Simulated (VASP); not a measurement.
# CdSe (F-43m) in VASP: further runs

The runs below take CdSe through electric field gradients, with PBE.

All numbers are computed with VASP 6.6.1; they aren't measurements. Logs are shortened: lines on timing, memory, paths and dates and some standing lists are left out, and cuts for length are marked.

## Step 1: The cell of the first run

Symmetry: F-43m, No. 216, cubic system. Conventional cell: a = 6.015 Å, b = 6.015 Å, c = 6.015 Å, α = 90.00°, β = 90.00°, γ = 90.00°. Within 3.4 Å of Cd (site symmetry -43m) lie 4 Se at 2.60 Å. Se (site symmetry -43m) has 4 Cd at 2.60 Å within 3.4 Å.

## Step 2: Electric field gradients, PBE (volume scaled by 0.94)

INCAR

```
SYSTEM = CdSe
PREC = Accurate
ENCUT = 520
EDIFF = 1E-8
ISMEAR = -1
SIGMA = 0.03
LREAL = .False.
LASPH = .True.
NELM = 80
ALGO = Normal
ISIF = 2
LWAVE = .False.
LCHARG = .False.
GGA = PE
LEFG = .True.
NBANDS = 16
```

KPOINTS

```
Automatic mesh
0
Gamma
  8 8 8
  0 0 0
```

POSCAR

```
CdSe
1.0
    0.0000000000      3.0075950161      3.0075950161
    3.0075950161      0.0000000000      3.0075950161
    3.0075950161      3.0075950161      0.0000000000
Cd Se
1 1
Direct
    0.0000000000      0.0000000000      0.0000000000
    0.2500000000      0.2500000000      0.2500000000
```

Potentials or basis: VASP PAW PBE potentials, release 64 (Cd, Se).

Launch:

```bash
$ cat potpaw_PBE.64/Cd/POTCAR potpaw_PBE.64/Se/POTCAR > POTCAR
$ mpirun -np 1 vasp_std > vasp.out
```

OUTCAR:

```text
SYSTEM = CdSe
   PREC = Accurate
   ENCUT = 520
   EDIFF = 1E-8
   ISMEAR = -1
   LREAL = .False.
   LASPH = .True.
   NELM = 80
   ISIF = 2
   GGA = PE

 ion  position               nearest neighbor table
   1  0.000  0.000  0.000-   2 2.60   2 2.60   2 2.60   2 2.60
   2  0.250  0.250  0.250-   1 2.60   1 2.60   1 2.60   1 2.60

  LATTYP: Found a face centered cubic cell.
 ALAT       =     6.0151900322

  Lattice vectors:

 A1 = (   0.0000000000,   3.0075950161,   3.0075950161)
 A2 = (   3.0075950161,   0.0000000000,   3.0075950161)
 A3 = (   3.0075950161,   3.0075950161,   0.0000000000)

Analysis of symmetry for initial positions (statically):
=====================================================================
 Subroutine PRICEL returns:
 Original cell was already a primitive cell.

 Routine SETGRP: Setting up the symmetry group for a
 face centered cubic supercell.

 Subroutine GETGRP returns: Found 24 space group operations
 (whereof 24 operations were pure point group operations)
 out of a pool of 48 trial point group operations.

The static configuration has the point symmetry T_d .

Analysis of symmetry for dynamics (positions and initial velocities):
=====================================================================
 Subroutine PRICEL returns:
 Original cell was already a primitive cell.

 Routine SETGRP: Setting up the symmetry group for a
 face centered cubic supercell.

 Subroutine GETGRP returns: Found 24 space group operations
 (whereof 24 operations were pure point group operations)
 out of a pool of 48 trial point group operations.

The dynamic configuration has the point symmetry T_d .

 Subroutine INISYM returns: Found 24 space group operations
 (whereof 24 operations are pure point group operations),
 and found     1 'primitive' translations

----------------------------------------------------------------------------------------

                                     Primitive cell

  volume of cell :      54.4112

  direct lattice vectors                    reciprocal lattice vectors
     0.000000000  3.007595016  3.007595016    -0.166245787  0.166245787  0.166245787
     3.007595016  0.000000000  3.007595016     0.166245787 -0.166245787  0.166245787
     3.007595016  3.007595016  0.000000000     0.166245787  0.166245787 -0.166245787

  length of vectors
     4.253381662  4.253381662  4.253381662     0.287946149  0.287946149  0.287946149

  position of ions in fractional coordinates (direct lattice)
     0.000000000  0.000000000  0.000000000
     0.250000000  0.250000000  0.250000000

  ion indices of the primitive-cell ions
   primitive index   ion index
                 1           1
                 2           2

----------------------------------------------------------------------------------------

 KPOINTS: Automatic mesh

Automatic generation of k-mesh.
 Grid dimensions read from file:
 generate k-points for:    8    8    8

 Generating k-lattice:

  Cartesian coordinates                     Fractional coordinates (reciprocal lattice)
    -0.020780723  0.020780723  0.020780723     0.125000000  0.000000000  0.000000000
     0.020780723 -0.020780723  0.020780723     0.000000000  0.125000000  0.000000000
     0.020780723  0.020780723 -0.020780723     0.000000000  0.000000000  0.125000000

  Length of vectors
     0.035993269  0.035993269  0.035993269

  Shift w.r.t. Gamma in fractional coordinates (k-lattice)
     0.000000000  0.000000000  0.000000000

 Subroutine IBZKPT returns following result:
 ===========================================

 Found     29 irreducible k-points:

 Following reciprocal coordinates:
            Coordinates               Weight
  0.000000  0.000000  0.000000      1.000000
  0.125000  0.000000  0.000000      8.000000
  0.250000  0.000000  0.000000      8.000000
  0.375000  0.000000  0.000000      8.000000
  0.500000  0.000000  0.000000      4.000000
  0.125000  0.125000  0.000000      6.000000
[... 16 lines left out ...]
  0.500000  0.250000  0.125000     48.000000
 -0.375000  0.250000  0.125000     24.000000
 [... further k-points ...]
   k-points           NKPTS =     29   k-points in BZ     NKDIM =     29   number of bands    NBANDS=     16
   number of dos      NEDOS =    301   number of ions     NIONS =      2
   total plane-waves  NPLWV =  32768
   dimension x,y,z NGX =    32 NGY =   32 NGZ =   32
   dimension x,y,z NGXF=    64 NGYF=   64 NGZF=   64
   ions per type =               1   1
   NGX,Y,Z   is equivalent  to a cutoff of  12.51, 12.51, 12.51 a.u.
   NGXF,Y,Z  is equivalent  to a cutoff of  25.01, 25.01, 25.01 a.u.
 SYSTEM =  CdSe
   PREC   = accura    normal or accurate (medium, high low for compatibility)
   ISTART =      0    job   : 0-new  1-cont  2-samecut
   ICHARG =      2    charge: 1-file 2-atom 10-const
   ISPIN  =      1    spin polarized calculation?
   LNONCOLLINEAR =      F non collinear calculations
   LSORBIT =      F    spin-orbit coupling
   LASPH  =      T    aspherical Exc in radial PAW
   ENCUT  =  520.0 eV  38.22 Ry    6.18 a.u.   7.91  7.91  7.91*2*pi/ulx,y,z
   NELM   =     80;   NELMIN=  2; NELMDL= -5     # of ELM steps
   EDIFF  = 0.1E-07   stopping-criterion for ELM
   LREAL  =      F    real-space projection
   EDIFFG = 0.1E-06   stopping-criterion for IOM
   NSW    =      0    number of steps for IOM
   IBRION =     -1    ionic relax: 0-MD 1-quasi-New 2-CG
   NFREE  =      0    steps in history (QN), initial steepest desc. (CG)
   ISIF   =      2    stress and relaxation
   ISYM   =      2    0-nonsym 1-usesym 2-fastsym
   POTIM  = 0.5000    time-step for ionic-motion
   TEBEG  =    0.0;   TEEND  =   0.0 temperature during run
   PSTRESS=    0.0 pullay stress
   NELECT =      18.0000    total number of electrons
   NUPDOWN=      -1.0000    fix difference up-down
   EMIN   =  10.00;   EMAX   =-10.00  energy-range for DOS
   EFERMI =   0.00;   METHOD = LEGACY
   ISMEAR =    -1;   SIGMA  =   0.03  broadening in eV -4-tet -1-fermi 0-gaus
   EFERMI_NEDOS =   21; number of points for ismear=-14 and -15
   IALGO  =     38    algorithm
   IMIX   =      4    mixing-type and parameters
     AMIX     =   0.40;   BMIX     =  1.00
     AMIX_MAG =   1.60;   BMIX_MAG =  1.00
  volume/ion in A,a.u.               =      27.21       183.59
  Fermi-wavevector in a.u.,A,eV,Ry     =   1.132234  2.139613 17.442050  1.281955
  Thomas-Fermi vector in A             =   2.268935
   LORBIT       =      0    0 simple, 1 ext, 2 COOP (PROOUT), +10 PAW based schemes
   GGA     = PE    functional components
   LHFCALC =     F    Hartree Fock is set to
   AEXX    =    0.0000 exact exchange contribution
   IVDW    =     0    specifies the selected vdW correction
   LEPSILON=     F    determine dielectric tensor
   LRPA    =     F    only Hartree local field effects (RPA)
 non-spin polarized calculation
  energy-cutoff  :      520.00
  volume of cell :       54.41
 maximum number of plane-waves:      1477
   NGX = 15   NGY = 15   NGZ = 15

 number of electron      17.9999992 magnetization

 Free energy of the ion-electron system (eV)
  ---------------------------------------------------
  ext. energy  EPLUGINS =         0.00000000
  ---------------------------------------------------
  free energy    TOTEN  =        -5.41851491 eV

  energy without entropy =       -5.41851485  energy(sigma->0) =       -5.41851488

 E-fermi :   1.5708     XC(G=0):  -9.0382

 val. band max:        1.2140843511   @ k =   0.0000   0.0000   0.0000
 cond. band min:       1.8926582034   @ k =   0.0000   0.0000   0.0000
 fundamental gap:      0.6785738523
 Fermi energy:         1.5708253681

 k-point     1 :       0.0000    0.0000    0.0000
  band No.  band energies     occupation
      1     -11.5739      2.00000
      2      -6.8403      2.00000
      3      -6.8403      2.00000
      4      -6.8403      2.00000
      5      -6.4283      2.00000
      6      -6.4283      2.00000
[... 8 lines left out ...]
     15      12.3898      0.00000
     16      12.3898      0.00000

 k-point     2 :       0.1250    0.0000    0.0000
  band No.  band energies     occupation
      1     -11.5159      2.00000
      2      -6.8215      2.00000
      3      -6.8215      2.00000
      4      -6.7908      2.00000
      5      -6.4294      2.00000
      6      -6.4294      2.00000
[... 8 lines left out ...]
     15      11.5895      0.00000
     16      11.8400      0.00000
[... 387 lines left out ...]
      5      -6.4044      2.00000
      6      -6.1759      2.00000
[... 8 lines left out ...]
     15      13.2591      0.00000
     16      13.9504      0.00000

 k-point    24 :      -0.3750    0.2500    0.1250
  band No.  band energies     occupation
      1     -11.1084      2.00000
      2      -6.6986      2.00000
      3      -6.6706      2.00000
      4      -6.4510      2.00000
      5      -6.4107      2.00000
      6      -6.0116      2.00000
[... 8 lines left out ...]
     15      12.9908      0.00000
     16      13.9801      0.00000

 [... further k-points ...]
[... 5 lines left out ...]
  --------------------------------------------------------------------------------------
  -------------------------------------------------------------------------------------
  Total        1.7900026      1.7900026      1.7900026      0.0000000     -0.0000000      0.0000000
  in kB       52.7079556     52.7079556     52.7079556      0.0000000     -0.0000000      0.0000000
  external PRESSURE =      52.7079556 kB  Pullay stress =       0.0000000 kB

 VOLUME and BASIS-vectors are now :
 -----------------------------------------------------------------------------
  energy-cutoff  :      520.00
  volume of cell :       54.41
      direct lattice vectors                 reciprocal lattice vectors
     0.000000000  3.007595016  3.007595016    -0.166245787  0.166245787  0.166245787
     3.007595016  0.000000000  3.007595016     0.166245787 -0.166245787  0.166245787
     3.007595016  3.007595016  0.000000000     0.166245787  0.166245787 -0.166245787

 POSITION                                       TOTAL-FORCE (eV/Angst)
 -----------------------------------------------------------------------------------
      0.00000      0.00000      0.00000        -0.000000     -0.000000      0.000000
      1.50380      1.50380      1.50380         0.000000      0.000000     -0.000000
 -----------------------------------------------------------------------------------
    total drift:                               -0.000000     -0.000000     -0.000000

  FREE ENERGIE OF THE ION-ELECTRON SYSTEM (eV)
  ---------------------------------------------------
  free  energy   TOTEN  =        -5.4185149138 eV

  energy  without entropy=       -5.4185148497  energy(sigma->0) =       -5.41851488

 Electric field gradients (V/A^2)
---------------------------------------------------------------------
 ion       V_xx      V_yy      V_zz      V_xy      V_xz      V_yz
---------------------------------------------------------------------
   1       0.000    -0.000     0.000    -0.000    -0.000    -0.000
   2      -0.000     0.000    -0.000    -0.000    -0.000    -0.000
---------------------------------------------------------------------

 Electric field gradients after diagonalization (V/A^2)
 (convention: |V_zz| > |V_xx| > |V_yy|)
----------------------------------------------------------------------
 ion       V_xx      V_yy      V_zz     asymmetry (V_yy - V_xx)/ V_zz
----------------------------------------------------------------------
   1       0.000     0.000    -0.001       0.000
   2       0.000     0.000    -0.000       0.000
----------------------------------------------------------------------

           NMR quadrupolar parameters

 Cq : quadrupolar parameter    Cq=e*Q*V_zz/h
 eta: asymmetry parameters     (V_yy - V_xx)/ V_zz
 Q  : nuclear electric quadrupole moment in mb (millibarn)
----------------------------------------------------------------------
 ion       Cq(MHz)       eta       Q (mb)
----------------------------------------------------------------------
   1      -0.000       0.000       1.000
   2      -0.000       0.000       1.000
----------------------------------------------------------------------
```

It took 18 s on 1 thread of AMD EPYC 9R45 (Zen 5), shared host; peak memory 0.16 GiB.

What came out:

```yaml
Free_energy: -5.4185 eV
Pressure: 5.3 GPa
Band_gap_on_the_k_mesh: 0.68 eV, direct
```

Caveat: without QUAD_EFG the Cq values of the log hold for a quadrupole moment of 1 mb, not for the nuclei.

## Step 3: Electric field gradients, PBE (volume scaled by 0.9405)

INCAR

```
PREC = Accurate
ENCUT = 520
EDIFF = 1E-8
ISMEAR = -1
SIGMA = 0.03
LREAL = F
LASPH = T
NELM = 60
ALGO = Normal
ISIF = 2
LWAVE = F
LCHARG = F
GGA = PE
LEFG = T
NBANDS = 16
```

KPOINTS

```
Automatic mesh
0
Gamma
  8 8 8
```

POSCAR

```
CdSe
1.0
    0.0000000000      3.0081281831      3.0081281831
    3.0081281831      0.0000000000      3.0081281831
    3.0081281831      3.0081281831      0.0000000000
Cd Se
1 1
Direct
    0.0000000000      0.0000000000      0.0000000000
    0.2500000000      0.2500000000      0.2500000000
```

Potentials or basis: VASP PAW PBE potentials, release 64 (Cd, Se).

Launch:

```bash
$ cat potpaw_PBE.64/Cd/POTCAR potpaw_PBE.64/Se/POTCAR > POTCAR
$ mpirun -np 1 vasp_std > vasp.out
```

OUTCAR:

```text
PREC = Accurate
   ENCUT = 520
   EDIFF = 1E-8
   ISMEAR = -1
   LREAL = F
   LASPH = T
   NELM = 60
   ISIF = 2
   GGA = PE

 ion  position               nearest neighbor table
   1  0.000  0.000  0.000-   2 2.61   2 2.61   2 2.61   2 2.61
   2  0.250  0.250  0.250-   1 2.61   1 2.61   1 2.61   1 2.61

  LATTYP: Found a face centered cubic cell.
 ALAT       =     6.0162563662

  Lattice vectors:

 A1 = (   0.0000000000,   3.0081281831,   3.0081281831)
 A2 = (   3.0081281831,   0.0000000000,   3.0081281831)
 A3 = (   3.0081281831,   3.0081281831,   0.0000000000)

Analysis of symmetry for initial positions (statically):
=====================================================================
 Subroutine PRICEL returns:
 Original cell was already a primitive cell.

 Routine SETGRP: Setting up the symmetry group for a
 face centered cubic supercell.

[... 642 lines left out ...]
  energy-cutoff  :      520.00
  volume of cell :       54.44
      direct lattice vectors                 reciprocal lattice vectors
     0.000000000  3.008128183  3.008128183    -0.166216321  0.166216321  0.166216321
     3.008128183  0.000000000  3.008128183     0.166216321 -0.166216321  0.166216321
     3.008128183  3.008128183  0.000000000     0.166216321  0.166216321 -0.166216321

 POSITION                                       TOTAL-FORCE (eV/Angst)
 -----------------------------------------------------------------------------------
      0.00000      0.00000      0.00000         0.000000      0.000000      0.000000
      1.50406      1.50406      1.50406        -0.000000     -0.000000     -0.000000
 -----------------------------------------------------------------------------------
    total drift:                               -0.000000     -0.000000     -0.000000

  FREE ENERGIE OF THE ION-ELECTRON SYSTEM (eV)
  ---------------------------------------------------
  free  energy   TOTEN  =        -5.4194636526 eV

  energy  without entropy=       -5.4194635874  energy(sigma->0) =       -5.41946362

 Electric field gradients (V/A^2)
---------------------------------------------------------------------
 ion       V_xx      V_yy      V_zz      V_xy      V_xz      V_yz
---------------------------------------------------------------------
   1       0.000     0.000     0.000    -0.000    -0.000    -0.000
   2      -0.000    -0.000     0.000    -0.000    -0.000    -0.000
---------------------------------------------------------------------

 Electric field gradients after diagonalization (V/A^2)
 (convention: |V_zz| > |V_xx| > |V_yy|)
----------------------------------------------------------------------
 ion       V_xx      V_yy      V_zz     asymmetry (V_yy - V_xx)/ V_zz
----------------------------------------------------------------------
   1       0.000     0.000    -0.001       0.000
   2       0.000     0.000    -0.000       0.000
----------------------------------------------------------------------

           NMR quadrupolar parameters

 Cq : quadrupolar parameter    Cq=e*Q*V_zz/h
 eta: asymmetry parameters     (V_yy - V_xx)/ V_zz
 Q  : nuclear electric quadrupole moment in mb (millibarn)
----------------------------------------------------------------------
 ion       Cq(MHz)       eta       Q (mb)
----------------------------------------------------------------------
   1      -0.000       0.000       1.000
   2      -0.000       0.000       1.000
----------------------------------------------------------------------
```

stdout:

```text
POSCAR found type information on POSCAR CdSe
 POSCAR found :  2 types and       2 ions
 scaLAPACK will be used
 LDA part: xc-table for (Slater+PW92), standard interpolation
 POSCAR, INCAR and KPOINTS ok, starting setup
 FFT: planning ... GRIDC
 FFT: planning ... GRID_SOFT
 FFT: planning ... GRID
 WAVECAR not read
 entering main loop
ion   1

ion   2
```

It took 17 s on 1 thread of AMD EPYC 9R45 (Zen 5), shared host; peak memory 0.16 GiB.

What came out:

```yaml
Free_energy: -5.4195 eV
Pressure: 5.2 GPa
Band_gap_on_the_k_mesh: 0.68 eV, direct
```

Caveat: without QUAD_EFG the Cq values of the log hold for a quadrupole moment of 1 mb, not for the nuclei.
